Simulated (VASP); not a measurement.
# As (R-3m) in VASP: a series of runs, part 2 of 2

VASP 6.6.1. The steps go on from the part before.

## 4. Single point, r2SCAN

Input file POSCAR:

```
As
1.0
    1.7950784285      1.0363890139      5.0542643309
   -1.7950784285      1.0363890139      5.0542643309
    0.0000000000     -2.0727780278      5.0542643309
As
2
Direct
    0.7883402482      0.7883402482      0.7883402482
    0.2116597518      0.2116597518      0.2116597518
```

Input file INCAR.step1:

```
  PREC = Accurate
  ENCUT = 520
  ISMEAR = 0
  SIGMA = 0.01
  LREAL = F
  LASPH = T
  NELM = 60
  NBANDS = 12
  GGA = PE
  ALGO = Normal
  EDIFF = 1E-4
  LWAVE = T
  LCHARG = F
```

Input file INCAR.step2:

```
  PREC = Accurate
  ENCUT = 520
  EDIFF = 1E-6
  ISMEAR = 0
  SIGMA = 0.01
  LREAL = F
  LASPH = T
  NELM = 60
  ALGO = Normal
  ISIF = 2
  LWAVE = F
  LCHARG = T
  METAGGA = R2SCAN
  LMIXTAU = T
  LELF = T
  LVHAR = T
  NBANDS = 12
  ISTART = 1
```

Input file KPOINTS:

```
Automatic mesh
0
Gamma
  10 10 10
```

Potentials or basis: VASP PAW PBE potentials, release 64 (As).

Started as:

```sh
cat potpaw_PBE.64/As/POTCAR > POTCAR
cp INCAR.step1 INCAR
mpirun -np 1 vasp_std > vasp.out
cp INCAR.step2 INCAR
mpirun -np 1 vasp_std > vasp.out
```

OUTCAR:

```text
PREC = Accurate
   ENCUT = 520
   EDIFF = 1E-6
   ISMEAR = 0
   LREAL = F
   LASPH = T
   NELM = 60
   ISIF = 2
   METAGGA = R2SCAN
   ISTART = 1

 ion  position               nearest neighbor table
   1  0.788  0.788  0.788-   2 2.48   2 2.48   2 2.48
   2  0.212  0.212  0.212-   1 2.48   1 2.48   1 2.48

  LATTYP: Found a trigonal (rhomboedric) cell.
 ALAT       =     5.4627828695
 COS(alpha) =     0.7840421605

  Lattice vectors:

 A1 = (   1.7950784285,   1.0363890139,   5.0542643309)
 A2 = (  -1.7950784285,   1.0363890139,   5.0542643309)
 A3 = (   0.0000000000,  -2.0727780278,   5.0542643309)

Analysis of symmetry for initial positions (statically):
=====================================================================
 Subroutine PRICEL returns:
 Original cell was already a primitive cell.

 Routine SETGRP: Setting up the symmetry group for a
 trigonal (rhombohedral) supercell.

 Subroutine GETGRP returns: Found 12 space group operations
 (whereof 12 operations were pure point group operations)
[... 175 lines left out ...]
      2      -5.1113      2.00000
      3       0.3514      2.00000
      4       1.7015      2.00000
      5       1.7015      2.00000
      6       4.5941      0.00000
      7       5.6372      0.00000
      8       5.6372      0.00000
      9      11.2414      0.00000
     10      12.2820      0.00000
     11      12.2820      0.00000
     12      12.7826      0.00000
[... 331 lines left out ...]
 k-point    24 :       0.4000    0.3000   -0.0000
  band No.  band energies     occupation
      1     -10.6471      2.00000
      2      -6.5117      2.00000
      3      -1.9673      2.00000
      4      -0.6468      2.00000
      5       0.7890      2.00000
      6       4.7235      0.00000
      7       6.2155      0.00000
      8       6.4258      0.00000
      9       9.7308      0.00000
     10      11.9961      0.00000
     11      12.9760      0.00000
     12      13.7404      0.00000

 [... further k-points ...]

------------------------ aborting loop because EDIFF is reached ----------------------------------------

  FORCE on cell =-STRESS in cart. coord.  units (eV):
  Direction    XX          YY          ZZ          XY          YZ          ZX
  --------------------------------------------------------------------------------------
  -------------------------------------------------------------------------------------
  Total        0.0236030      0.0236030      0.0951176      0.0000000      0.0000000      0.0000000
  in kB        0.6702889      0.6702889      2.7011961      0.0000000      0.0000000      0.0000000
  external PRESSURE =       1.3472580 kB  Pullay stress =       0.0000000 kB

 VOLUME and BASIS-vectors are now :
 -----------------------------------------------------------------------------
  energy-cutoff  :      520.00
  volume of cell :       56.42
      direct lattice vectors                 reciprocal lattice vectors
     1.795078429  1.036389014  5.054264331     0.278539362  0.160814776  0.065950910
    -1.795078429  1.036389014  5.054264331    -0.278539362  0.160814776  0.065950910
     0.000000000 -2.072778028  5.054264331     0.000000000 -0.321629551  0.065950910

 POSITION                                       TOTAL-FORCE (eV/Angst)
 -----------------------------------------------------------------------------------
      0.00000      0.00000     11.95344         0.000000     -0.000000     -0.062010
      0.00000      0.00000      3.20935         0.000000      0.000000      0.062010
 -----------------------------------------------------------------------------------
    total drift:                               -0.000000     -0.000000      0.000000

  FREE ENERGIE OF THE ION-ELECTRON SYSTEM (eV)
  ---------------------------------------------------
  free  energy   TOTEN  =       -29.4184485204 eV

  energy  without entropy=      -29.4184485204  energy(sigma->0) =      -29.41844852
```

Wall time 4.3 min (1 thread of Intel Xeon 6975P-C (Granite Rapids), shared host); peak memory 0.3 GiB.

Results:

* Free energy: -29.4184 eV
* Pressure: 0.1 GPa
* Largest force: 0.062 eV/Å
* Band gap on the k mesh: 0.60 eV (least direct gap 1.15 eV)

Forces on the atoms (eV/Å):
```
As   0.000  0.000 -0.062
As   0.000  0.000  0.062
```

Levels at points of the mesh, in eV from the valence-band top:
```csv
k point,band 2,band 3,band 4,band 5,band 6,band 7,band 8,band 9
"(0.00, 0.00, 0.00)",-7.85,-2.38,-1.03,-1.03,1.86,2.90,2.90,8.51
"(0.50, 0.00, 0.00)",-10.47,-4.27,-2.97,-2.03,0.95,1.71,3.71,6.01
"(0.50, 0.50, 0.00)",-10.35,-4.61,-3.05,-2.94,1.67,3.76,4.29,6.38
"(0.50, 0.50, 0.50)",-8.58,-1.01,-1.01,0.00,1.15,2.74,2.74,6.68
```

Caveat: the PAW data sets were made with another functional, which shifts forces and pressure a little. A k mesh can miss the band edges.

## 5. Single point, r2SCAN

POSCAR is that of step 4.

Input file INCAR.step1:

```
SYSTEM = As
  PREC = Accurate
  ENCUT = 520
  ISMEAR = 0
  SIGMA = 0.03
  LREAL = .FALSE.
  LASPH = .TRUE.
  NELM = 80
  NBANDS = 12
  GGA = PE
  ALGO = Normal
  EDIFF = 1E-4
  LWAVE = .TRUE.
  LCHARG = .FALSE.
```

Input file INCAR.step2:

```
SYSTEM = As
  PREC = Accurate
  ENCUT = 520
  EDIFF = 1E-7
  ISMEAR = 0
  SIGMA = 0.03
  LREAL = .FALSE.
  LASPH = .TRUE.
  NELM = 80
  ALGO = Normal
  ISIF = 2
  LWAVE = .FALSE.
  LCHARG = .FALSE.
  METAGGA = R2SCAN
  LMIXTAU = .TRUE.
  NBANDS = 12
  ISTART = 1
```

Input file KPOINTS:

```
Automatic mesh
0
G
  10 10 10
  0 0 0
```

Started as:

```sh
cat potpaw_PBE.64/As/POTCAR > POTCAR
cp INCAR.step1 INCAR
mpirun -np 1 vasp_std > vasp.out
cp INCAR.step2 INCAR
mpirun -np 1 vasp_std > vasp.out
```

It took 4.6 min on 1 thread of Intel Xeon 6975P-C (Granite Rapids), shared host; peak memory 0.31 GiB.

The run converged. Its results:

| Property | Result |
| --- | --- |
| Free energy | -29.4185 eV |
| Pressure | 0.1 GPa |
| Largest force | 0.062 eV/Å |
| Band gap on the k mesh | 0.60 eV (least direct gap 1.15 eV) |

Forces in eV/Å, atoms in the order of the input:
```
As   0.000  0.000 -0.062
As   0.000  0.000  0.062
```

Stress tensor (GPa, compression positive):
```
0.07 0.00 0.00
0.00 0.07 0.00
0.00 0.00 0.28
```

Levels at points of the mesh, in eV from the valence-band top:
| k point | band 1 | band 2 | band 3 | band 4 | band 5 | band 6 | band 7 | band 8 | band 9 | band 10 |
| --- | --- | --- | --- | --- | --- | --- | --- | --- | --- | --- |
| (0.00, 0.00, 0.00) | -15.16 | -7.85 | -2.38 | -1.04 | -1.04 | 1.86 | 2.90 | 2.90 | 8.50 | 9.55 |
| (0.50, 0.00, 0.00) | -12.51 | -10.47 | -4.27 | -2.97 | -2.03 | 0.95 | 1.71 | 3.71 | 6.01 | 8.96 |
| (0.50, 0.50, 0.00) | -12.51 | -10.35 | -4.61 | -3.05 | -2.94 | 1.67 | 3.76 | 4.29 | 6.38 | 9.02 |
| (0.50, 0.50, 0.50) | -15.07 | -8.58 | -1.02 | -1.02 | 0.00 | 1.15 | 2.74 | 2.74 | 6.68 | 9.03 |

Caveat: the PAW data sets were made with another functional, which shifts forces and pressure a little.

## 6. Overview

| smearing | gap on the mesh (eV) | pressure (GPa) | largest force (eV/Å) |
| --- | --- | --- | --- |
| fermi-dirac 0.6 eV | 0.64 | 0.6 | 0.10 |
| fermi-dirac 1 eV | 0.66 | 2.9 | 0.55 |
| gaussian 0.01 eV | 0.60 | 0.1 | 0.06 |
| gaussian 0.03 eV | 0.60 | 0.1 | 0.06 |

Alike in all rows: task single point; level r2SCAN; potentials or basis VASP PAW PBE potentials, release 64 (As); no spin polarisation; cell as given; k mesh 10 × 10 × 10; cutoff (eV) 520.

Caveats: the PAW data sets were made with another functional, which shifts forces and pressure a little.

Total energies depend on the potentials used, so only differences within one code and one set of settings carry meaning.
